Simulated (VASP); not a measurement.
# Rb3Na (Pm-3m) in VASP: notebook

Runs on Rb3Na. Level: LDA. Tasks: single point, relaxation of cell and atoms.

All numbers are computed with VASP 6.6.1; they aren't measurements. Logs are shortened: lines on timing, memory, paths and dates and some standing lists are left out, and cuts for length are marked.

## 1. The cell of the first run

The structure is cubic, space group Pm-3m (No. 221). Conventional cell: a = 6.419 Å, b = 6.419 Å, c = 6.419 Å, α = 90.00°, β = 90.00°, γ = 90.00°.

## 2. Single point, LDA

INCAR reads:

```
  ALGO = Normal
  EDIFF = 1E-7
  ENCUT = 520
  GGA = CA
  ISIF = 2
  ISMEAR = 1
  LASPH = True
  LCHARG = False
  LREAL = False
  LWAVE = False
  NBANDS = 25
  NELM = 100
  PREC = Accurate
  SIGMA = 0.1
```

KPOINTS reads:

```
k-points
0
Gamma
  3 3 3
```

POSCAR reads:

```
Rb3Na
1.0
    6.4191644149      0.0000000000      0.0000000000
    0.0000000000      6.4191644149      0.0000000000
    0.0000000000      0.0000000000      6.4191644149
Rb Na
3 1
Direct
    0.0000000000      0.5000000000      0.5000000000
    0.5000000000      0.0000000000      0.5000000000
    0.5000000000      0.5000000000      0.0000000000
    0.0000000000      0.0000000000      0.0000000000
```

Potentials or basis: VASP PAW LDA potentials, release 64 (Rb_sv, Na_pv).

Started as:

```bash
$ cat potpaw_LDA.64/Rb_sv/POTCAR potpaw_LDA.64/Na_pv/POTCAR > POTCAR
$ mpirun -np 1 vasp_std > vasp.out
```

OUTCAR:

```text
EDIFF = 1E-7
   ENCUT = 520
   GGA = CA
   ISIF = 2
   ISMEAR = 1
   LASPH = True
   LREAL = False
   NELM = 100
   PREC = Accurate

 ion  position               nearest neighbor table
   1  0.000  0.500  0.500-   2 4.54   3 4.54   3 4.54   2 4.54   2 4.54   3 4.54   3 4.54   2 4.54

   2  0.500  0.000  0.500-   1 4.54   3 4.54   3 4.54   1 4.54   3 4.54   3 4.54   1 4.54   1 4.54

   3  0.500  0.500  0.000-   1 4.54   2 4.54   1 4.54   2 4.54   2 4.54   2 4.54   1 4.54   1 4.54

   4  0.000  0.000  0.000-

  LATTYP: Found a simple cubic cell.
 ALAT       =     6.4191644149

  Lattice vectors:

 A1 = (   6.4191644149,   0.0000000000,   0.0000000000)
 A2 = (   0.0000000000,   6.4191644149,   0.0000000000)
 A3 = (   0.0000000000,   0.0000000000,   6.4191644149)

Analysis of symmetry for initial positions (statically):
=====================================================================
 Subroutine PRICEL returns:
 Original cell was already a primitive cell.

 Routine SETGRP: Setting up the symmetry group for a
 simple cubic supercell.

 Subroutine GETGRP returns: Found 48 space group operations
 (whereof 48 operations were pure point group operations)
 out of a pool of 48 trial point group operations.

The static configuration has the point symmetry O_h .

Analysis of symmetry for dynamics (positions and initial velocities):
=====================================================================
 Subroutine PRICEL returns:
 Original cell was already a primitive cell.

 Routine SETGRP: Setting up the symmetry group for a
 simple cubic supercell.

 Subroutine GETGRP returns: Found 48 space group operations
 (whereof 48 operations were pure point group operations)
 out of a pool of 48 trial point group operations.

The dynamic configuration has the point symmetry O_h .

 Subroutine INISYM returns: Found 48 space group operations
 (whereof 48 operations are pure point group operations),
 and found     1 'primitive' translations

----------------------------------------------------------------------------------------

                                     Primitive cell

  volume of cell :     264.5060

  direct lattice vectors                    reciprocal lattice vectors
     6.419164415  0.000000000  0.000000000     0.155783516  0.000000000  0.000000000
     0.000000000  6.419164415  0.000000000     0.000000000  0.155783516  0.000000000
     0.000000000  0.000000000  6.419164415     0.000000000  0.000000000  0.155783516

  length of vectors
     6.419164415  6.419164415  6.419164415     0.155783516  0.155783516  0.155783516

  position of ions in fractional coordinates (direct lattice)
     0.000000000  0.500000000  0.500000000
     0.500000000  0.000000000  0.500000000
     0.500000000  0.500000000  0.000000000
     0.000000000  0.000000000  0.000000000

  ion indices of the primitive-cell ions
   primitive index   ion index
                 1           1
                 2           2
                 3           3
                 4           4

----------------------------------------------------------------------------------------

 KPOINTS: k-points

Automatic generation of k-mesh.
 Grid dimensions read from file:
 generate k-points for:    3    3    3

 Generating k-lattice:

  Cartesian coordinates                     Fractional coordinates (reciprocal lattice)
     0.051927839  0.000000000  0.000000000     0.333333333  0.000000000  0.000000000
     0.000000000  0.051927839  0.000000000     0.000000000  0.333333333  0.000000000
     0.000000000  0.000000000  0.051927839     0.000000000  0.000000000  0.333333333

  Length of vectors
     0.051927839  0.051927839  0.051927839

  Shift w.r.t. Gamma in fractional coordinates (k-lattice)
     0.000000000  0.000000000  0.000000000

 Subroutine IBZKPT returns following result:
 ===========================================

 Found      4 irreducible k-points:

 Following reciprocal coordinates:
            Coordinates               Weight
  0.000000  0.000000  0.000000      1.000000
  0.333333  0.000000  0.000000      6.000000
  0.333333  0.333333  0.000000     12.000000
  0.333333  0.333333  0.333333      8.000000
   k-points           NKPTS =      4   k-points in BZ     NKDIM =      4   number of bands    NBANDS=     25
   number of dos      NEDOS =    301   number of ions     NIONS =      4
   total plane-waves  NPLWV = 110592
   dimension x,y,z NGX =    48 NGY =   48 NGZ =   48
   dimension x,y,z NGXF=    96 NGYF=   96 NGZF=   96
   ions per type =               3   1
   NGX,Y,Z   is equivalent  to a cutoff of  12.43, 12.43, 12.43 a.u.
   NGXF,Y,Z  is equivalent  to a cutoff of  24.86, 24.86, 24.86 a.u.
 SYSTEM =  unknown system
   PREC   = accura    normal or accurate (medium, high low for compatibility)
   ISTART =      0    job   : 0-new  1-cont  2-samecut
   ICHARG =      2    charge: 1-file 2-atom 10-const
   ISPIN  =      1    spin polarized calculation?
   LNONCOLLINEAR =      F non collinear calculations
   LSORBIT =      F    spin-orbit coupling
   LASPH  =      T    aspherical Exc in radial PAW
   ENCUT  =  520.0 eV  38.22 Ry    6.18 a.u.  11.94 11.94 11.94*2*pi/ulx,y,z
   NELM   =    100;   NELMIN=  2; NELMDL= -5     # of ELM steps
   EDIFF  = 0.1E-06   stopping-criterion for ELM
   LREAL  =      F    real-space projection
   EDIFFG = 0.1E-05   stopping-criterion for IOM
   NSW    =      0    number of steps for IOM
   IBRION =     -1    ionic relax: 0-MD 1-quasi-New 2-CG
   NFREE  =      0    steps in history (QN), initial steepest desc. (CG)
   ISIF   =      2    stress and relaxation
   ISYM   =      2    0-nonsym 1-usesym 2-fastsym
   POTIM  = 0.5000    time-step for ionic-motion
   TEBEG  =    0.0;   TEEND  =   0.0 temperature during run
   PSTRESS=    0.0 pullay stress
   NELECT =      34.0000    total number of electrons
   NUPDOWN=      -1.0000    fix difference up-down
   EMIN   =  10.00;   EMAX   =-10.00  energy-range for DOS
   EFERMI =   0.00;   METHOD = LEGACY
   ISMEAR =     1;   SIGMA  =   0.10  broadening in eV -4-tet -1-fermi 0-gaus
   EFERMI_NEDOS =   21; number of points for ismear=-14 and -15
   IALGO  =     38    algorithm
   IMIX   =      4    mixing-type and parameters
     AMIX     =   0.40;   BMIX     =  1.00
     AMIX_MAG =   1.60;   BMIX_MAG =  1.00
  volume/ion in A,a.u.               =      66.13       446.24
  Fermi-wavevector in a.u.,A,eV,Ry     =   0.826208  1.561306  9.287600  0.682619
  Thomas-Fermi vector in A             =   1.938200
   LORBIT       =      0    0 simple, 1 ext, 2 COOP (PROOUT), +10 PAW based schemes
   GGA     = CA    functional components
   LHFCALC =     F    Hartree Fock is set to
   AEXX    =    0.0000 exact exchange contribution
   IVDW    =     0    specifies the selected vdW correction
   LEPSILON=     F    determine dielectric tensor
   LRPA    =     F    only Hartree local field effects (RPA)
 non-spin polarized calculation
 Methfessel and Paxton  Order N= 1 SIGMA  =   0.10
  energy-cutoff  :      520.00
  volume of cell :      264.51
 maximum number of plane-waves:      7151
 NGX is ok and might be reduce to    48
   NGX = 23   NGY = 23   NGZ = 23

 number of electron      33.9999982 magnetization

 Free energy of the ion-electron system (eV)
  ---------------------------------------------------
  ext. energy  EPLUGINS =         0.00000000
  ---------------------------------------------------
  free energy    TOTEN  =        -4.36961379 eV

  energy without entropy =       -4.35544199  energy(sigma->0) =       -4.36488986

 E-fermi :   0.0853     XC(G=0):  -6.2519

 val. band max:        0.0842887137   @ k =   0.3333   0.3333   0.0000
 cond. band min:       0.1083643641   @ k =   0.3333   0.3333   0.3333
 fundamental gap:      0.0240756504
 Fermi energy:         0.0853341014

 k-point     1 :       0.0000    0.0000    0.0000
  band No.  band energies     occupation
      1     -28.5106      2.00000
      2     -28.4933      2.00000
      3     -28.4933      2.00000
      4     -24.8677      2.00000
      5     -24.8677      2.00000
      6     -24.8677      2.00000
[... 17 lines left out ...]
     24       2.2861      0.00000
     25       2.2861      0.00000

 k-point     2 :       0.3333    0.0000    0.0000
  band No.  band energies     occupation
      1     -28.5070      2.00000
      2     -28.4969      2.00000
      3     -28.4932      2.00000
      4     -24.8677      2.00000
      5     -24.8677      2.00000
      6     -24.8677      2.00000
[... 17 lines left out ...]
     24       2.5508      0.00000
     25       3.0535      0.00000

 k-point     3 :       0.3333    0.3333    0.0000
  band No.  band energies     occupation
      1     -28.5039      2.00000
      2     -28.4976      2.00000
      3     -28.4956      2.00000
      4     -24.8677      2.00000
      5     -24.8677      2.00000
      6     -24.8677      2.00000
[... 17 lines left out ...]
     24       2.6998      0.00000
     25       2.9349      0.00000

 k-point     4 :       0.3333    0.3333    0.3333
  band No.  band energies     occupation
      1     -28.5019      2.00000
      2     -28.4976      2.00000
      3     -28.4976      2.00000
      4     -24.8677      2.00000
      5     -24.8677      2.00000
      6     -24.8677      2.00000
[... 17 lines left out ...]
     24       3.3733      0.00000
     25       3.3774      0.00000

------------------------ aborting loop because EDIFF is reached ----------------------------------------

  FORCE on cell =-STRESS in cart. coord.  units (eV):
  Direction    XX          YY          ZZ          XY          YZ          ZX
  --------------------------------------------------------------------------------------
  -------------------------------------------------------------------------------------
  Total       -0.0252684     -0.0252684     -0.0252684     -0.0000000      0.0000000     -0.0000000
  in kB       -0.1530570     -0.1530570     -0.1530570     -0.0000000      0.0000000     -0.0000000
  external PRESSURE =      -0.1530570 kB  Pullay stress =       0.0000000 kB

 VOLUME and BASIS-vectors are now :
 -----------------------------------------------------------------------------
  energy-cutoff  :      520.00
  volume of cell :      264.51
      direct lattice vectors                 reciprocal lattice vectors
     6.419164415  0.000000000  0.000000000     0.155783516  0.000000000  0.000000000
     0.000000000  6.419164415  0.000000000     0.000000000  0.155783516  0.000000000
     0.000000000  0.000000000  6.419164415     0.000000000  0.000000000  0.155783516

 POSITION                                       TOTAL-FORCE (eV/Angst)
 -----------------------------------------------------------------------------------
      0.00000      3.20958      3.20958         0.000000      0.000000      0.000000
      3.20958      0.00000      3.20958         0.000000      0.000000      0.000000
      3.20958      3.20958      0.00000         0.000000      0.000000      0.000000
      0.00000      0.00000      0.00000         0.000000      0.000000      0.000000
 -----------------------------------------------------------------------------------
    total drift:                                0.000000     -0.000000     -0.000000

  FREE ENERGIE OF THE ION-ELECTRON SYSTEM (eV)
  ---------------------------------------------------
  free  energy   TOTEN  =        -4.3696137895 eV

  energy  without entropy=       -4.3554419907  energy(sigma->0) =       -4.36488986
```

Run time: 44 s. Hardware: 1 thread of Intel Xeon 8259CL, shared host; peak memory 0.25 GiB.

What came out:

```yaml
Free_energy: -4.3696 eV
Pressure: 0.0 GPa
Band_gap_on_the_k_mesh: zero (bands 17 and 18 overlap by 0.31 eV)
```

Levels at points of the mesh, in eV from the Fermi level:
| k point | band 12 | band 13 | band 14 | band 15 | band 16 | band 17 | band 18 | band 19 | band 20 | band 21 |
| --- | --- | --- | --- | --- | --- | --- | --- | --- | --- | --- |
| (0.00, 0.00, 0.00) | -12.72 | -12.67 | -12.67 | -12.67 | -2.29 | 0.31 | 1.12 | 1.12 | 1.81 | 1.81 |

## 3. Relaxation of cell and atoms, LDA

This run uses another cell than the first one, of 77.25 Å³/atom.

INCAR reads:

```
PREC = Accurate
ENCUT = 600
EDIFF = 1E-7
ISMEAR = 1
SIGMA = 0.1
LREAL = F
LASPH = T
NELM = 80
ALGO = Normal
ISIF = 3
LWAVE = F
LCHARG = F
GGA = CA
IBRION = 2
NSW = 60
EDIFFG = -0.01
```

KPOINTS reads:

```
Automatic mesh
0
Gamma
  3 3 3
```

POSCAR reads:

```
Rb3Na
1.0
    6.7606000000      0.0000000000      0.0000000000
    0.0000000000      6.7606000000      0.0000000000
    0.0000000000      0.0000000000      6.7606000000
Rb Na
3 1
Direct
    0.0000000000      0.5000000000      0.5000000000
    0.5000000000      0.0000000000      0.5000000000
    0.5000000000      0.5000000000      0.0000000000
    0.0000000000      0.0000000000      0.0000000000
```

Potentials or basis: VASP PAW LDA potentials, release 64 (Rb_sv, Na_pv).

Started as:

```bash
$ cat potpaw_LDA.64/Rb_sv/POTCAR potpaw_LDA.64/Na_pv/POTCAR > POTCAR
$ mpirun -np 1 vasp_std > vasp.out
```

Wall time 4.1 min (1 thread of Intel Xeon 8259CL, shared host); peak memory 0.32 GiB.

Results (log left out):

```yaml
Free_energy: -4.3705 eV
Relaxed_volume: 66.15 Å³/atom
Relaxed_cell: a = 6.420 Å, b = 6.420 Å, c = 6.420 Å, α = 90.00°, β = 90.00°, γ = 90.00°
Space_group_after_relaxing_to_0.1_Å: Pm-3m (No. 221)
Energy_gained_by_relaxing: 19.4 meV/atom
Ionic_steps: 5
Pressure_after_relaxing: 0.0 GPa
Band_gap_on_the_k_mesh: zero (bands 17 and 18 overlap by 0.31 eV)
```

Step by step:
```csv
step,energy change (eV),largest force (eV/Å),pressure (GPa),volume (Å³)
1,0.0000,0.0000,-0.48,309.00
2,-0.0284,0.0000,-0.41,298.76
3,-0.0717,0.0000,-0.16,274.96
4,-0.0178,0.0000,0.65,231.23
5,-0.0776,0.0000,-0.02,264.59
```

Final structure:
```
CELL_PARAMETERS angstrom
6.41984 0.00000 0.00000
0.00000 6.41984 0.00000
0.00000 0.00000 6.41984
ATOMIC_POSITIONS crystal
Rb 0.00000 0.50000 0.50000
Rb 0.50000 0.00000 0.50000
Rb 0.50000 0.50000 0.00000
Na 0.00000 0.00000 0.00000
```

Levels at points of the mesh, in eV from the Fermi level:
| k point | band 12 | band 13 | band 14 | band 15 | band 16 | band 17 | band 18 | band 19 | band 20 | band 21 |
| --- | --- | --- | --- | --- | --- | --- | --- | --- | --- | --- |
| (0.00, 0.00, 0.00) | -12.72 | -12.67 | -12.67 | -12.67 | -2.29 | 0.31 | 1.12 | 1.12 | 1.81 | 1.81 |

The gap in the log of VASP goes by the Fermi energy; the results here count the filled bands.